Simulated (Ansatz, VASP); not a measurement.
KCl: VASP beside Ansatz

```
K Cl
1.0
     3.56492    0.00000    0.00000
     0.00000    3.77081    0.00000
     0.00000    0.00000    3.77081
K Cl
1 1
Direct
  0.00000 0.00000 0.00000
  0.50000 0.50000 0.50000
```

Change from the starting cell: uniaxial_x strain -5.5%.

Alike in both runs: task single point; functional PBE; k mesh 8 × 8 × 8; occupations fermi-dirac, width 0.02 eV; no spin polarisation.

|  | VASP | Ansatz |
| --- | --- | --- |
| version | VASP 6.6.1 | Ansatz 0.2.0 |
| potentials or method | VASP PAW PBE potentials, release 64 (K_sv, Cl) | plane waves, PAW |
| plane-wave cutoff (eV) | 520 | 420 |
| valence electrons in the cell | 16 | 16 |

```tsv
	VASP	Ansatz	Ansatz less VASP
gap on the k mesh at the Fermi level (eV)	5.05	5.05	+0.001
pressure (GPa)	2.6	2.6	-0.04
traceless stress, the component that is largest in VASP (GPa)	1.87	1.87	+0.006
```
